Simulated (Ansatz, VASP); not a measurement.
Two plane-wave programs on AlNi3

INCAR

```
PREC = Accurate
ENCUT = 520
EDIFF = 1E-6
ISMEAR = 0
SIGMA = 0.15
LREAL = F
LASPH = T
NELM = 100
ALGO = Fast
ISIF = 2
LWAVE = F
LCHARG = F
GGA = PS
NBANDS = 24
```

File KPOINTS:

```
regular mesh
0
Gamma
  14 14 14
```

POSCAR

```
AlNi3
1.0
    0.0000000000      2.7424396994      2.7424396994
    2.7984078565     -0.0559681571      2.7984078565
    2.7984078565      2.7984078565     -0.0559681571
Al Ni
1 3
Direct
    0.5000000000      0.5000000000      0.5000000000
    0.2500000000      0.2500000000      0.2500000000
    0.0000000000      0.0000000000      0.0000000000
    0.7500000000      0.7500000000      0.7500000000
```

Input for Ansatz:

```yaml
crystal:
  lattice:
    - [0.0, 2.7424396994, 2.7424396994]
    - [2.7984078565, -0.0559681571, 2.7984078565]
    - [2.7984078565, 2.7984078565, -0.0559681571]
  atoms:
    - { symbol: Al, position: [0.5, 0.5, 0.5] }
    - { symbol: Ni, position: [0.25, 0.25, 0.25] }
    - { symbol: Ni, position: [0.0, 0.0, 0.0] }
    - { symbol: Ni, position: [0.75, 0.75, 0.75] }
basis:
  ecutwfc: 420
kpoints:
  mp_grid: { grid: [14, 14, 14] }
hamiltonian:
  xc: pbesol
scf:
  occupations: { method: gaussian, width: 0.15 }
output:
  forces: true
  stress: true
  eigenvalues: true
```

Change from the starting cell: strain -0.0400 x Voigt [0, 0, 0, 1, 0, 0], atoms carried along.

Alike in both runs: task single point; functional PBEsol; k mesh 14 × 14 × 14; occupations gaussian, width 0.15 eV; no spin polarisation.

|  | VASP | Ansatz |
| --- | --- | --- |
| version | VASP 6.6.1 | Ansatz 0.2.0 |
| potentials or method | VASP PAW PBE potentials, release 64 (Al, Ni), cutoff 520 eV | scalar-relativistic, plane waves, PAW |
| valence electrons in the cell | 33 | 57 |

```csv
,VASP,Ansatz,Ansatz less VASP
gap on the k mesh at the Fermi level (eV),none,none,-
pressure (GPa),0.5,0.4,-0.06
"traceless stress, the component that is largest in VASP (GPa)",6.10,6.16,+0.059
rms of the force components (eV/Å),0.017,0.018,+0.0016
```

VASP's potentials were made for PBE, not for PBEsol. Atom by atom the forces differ by 0.002 eV/Å (rms over components). A gap of «none» marks a metal or a gap that the smearing closes. The functional is the same, so the differences come from potentials, cutoffs and numerics. VASP's potentials hold 33 valence electrons a cell and Ansatz's 57, so a difference there can come from the potentials and not from the codes.
